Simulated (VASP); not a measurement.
Wanted: the native input for a VASP 6.6.1 run.

* Task: single point
* Functional: LDA
* Potentials or basis: VASP PAW LDA potentials, release 64 (Rb_sv, Sr_sv)
* Cutoff: 520 eV
* k mesh: 4 × 4 × 4
* Occupations: fermi-dirac, width 0.05 eV
* Spin: no spin polarisation
* Dipole correction: no
* Further INCAR settings: ALGO = Normal; EDIFF = 1e-07; NBANDS = 28

The structure of RbSr3 lies in POSCAR:

```
RbSr3
1.0
    6.2473850000      0.0000000000      0.0000000000
    0.0000000000      6.2473850000      0.0000000000
    0.0000000000      0.0000000000      6.2473850000
Rb Sr
1 3
Direct
    0.0000000000      0.0000000000      0.0000000000
    0.0000000000      0.5000000000      0.5000000000
    0.5000000000      0.0000000000      0.5000000000
    0.5000000000      0.5000000000      0.0000000000
```

One way to write it, as run:

INCAR

```
SYSTEM = RbSr3
PREC = Accurate
ENCUT = 520
EDIFF = 1E-7
ISMEAR = -1
SIGMA = 0.05
LREAL = .False.
LASPH = .True.
NELM = 60
ALGO = Normal
ISIF = 2
LWAVE = .False.
LCHARG = .True.
LELF = .True.
LVHAR = .True.
NBANDS = 28
```

KPOINTS

```
Automatic mesh
0
Gamma
  4 4 4
  0 0 0
```

Potentials or basis: VASP PAW LDA potentials, release 64 (Rb_sv, Sr_sv).

The run is started by

```bash
$ cat potpaw_LDA.64/Rb_sv/POTCAR potpaw_LDA.64/Sr_sv/POTCAR > POTCAR
$ mpirun -np 1 vasp_std > vasp.out
```

Results of the run:

```json
{
 "Pressure": "-1.0 GPa"
}
```

Wall time 61 s on 1 thread of Intel(R) Xeon(R) Platinum 8375C CPU @ 2.90GHz (Ice Lake), with other jobs on the host, peak memory 0.27 GiB.
